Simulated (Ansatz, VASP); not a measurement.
**Ag2O in VASP and in Ansatz**

The input INCAR:

```
PREC = Accurate ; ENCUT = 600
EDIFF = 1E-6 ; ISMEAR = 1
SIGMA = 0.0199 ; LREAL = False
LASPH = True ; NELM = 120
ALGO = Normal ; ISIF = 2
LWAVE = False ; LCHARG = True
GGA = B5 ; ALDAX = 1.0
AGGAX = 1.0 ; AGGAC = 1.0
ALDAC = 0.0 ; LELF = True
LVHAR = True ; NBANDS = 37
GGA_COMPAT = False
```

KPOINTS

```
Automatic mesh
0
Gamma
  4 4 4
```

File POSCAR:

```
Ag2O
1.0
    4.7180000000      0.0000000000      0.0000000000
    0.0000000000      4.7180000000      0.0000000000
    0.0000000000      0.0000000000      4.7180000000
Ag O
4 2
Direct
    0.2500000000      0.2500000000      0.2500000000
    0.2500000000      0.7500000000      0.7500000000
    0.7500000000      0.7500000000      0.2500000000
    0.7500000000      0.2500000000      0.7500000000
    0.0000000000      0.0000000000      0.0000000000
    0.5000000000      0.5000000000      0.5000000000
```

Input for Ansatz:

```yaml
crystal:
  lattice:
    - [4.718, 0.0, 0.0]
    - [0.0, 4.718, 0.0]
    - [0.0, 0.0, 4.718]
  atoms:
    - { symbol: Ag, position: [0.25, 0.25, 0.25] }
    - { symbol: Ag, position: [0.25, 0.75, 0.75] }
    - { symbol: Ag, position: [0.75, 0.75, 0.25] }
    - { symbol: Ag, position: [0.75, 0.25, 0.75] }
    - { symbol: O, position: [0.0, 0.0, 0.0] }
    - { symbol: O, position: [0.5, 0.5, 0.5] }
basis:
  ecutwfc: 470.0
kpoints:
  mp_grid:
    grid: [4, 4, 4]
hamiltonian:
  xc: blyp
scf:
  occupations:
    method: cold
    width: 0.05
output:
  stress: true
```

Alike in both runs: task single point; functional BLYP; k mesh 4 × 4 × 4; no spin polarisation.

|  | VASP | Ansatz |
| --- | --- | --- |
| version | VASP 6.6.1 | Ansatz 0.2.0 |
| potentials or method | VASP PAW PBE potentials, release 64 (Ag, O), cutoff 600 eV | plane waves, PAW |
| occupations | methfessel-paxton of order 1, width 0.0199 eV | cold, width 0.05 eV |
| valence electrons in the cell | 56 | 88 |

Ansatz gave:

* pressure (GPa): 9.5

Question: What did VASP give for the same quantities?

Answer: Pressure (GPa): 9.6.

VASP's potentials were made for PBE, not for BLYP. VASP's potentials hold 56 valence electrons a cell and Ansatz's 88, so a difference there can come from the potentials and not from the codes.
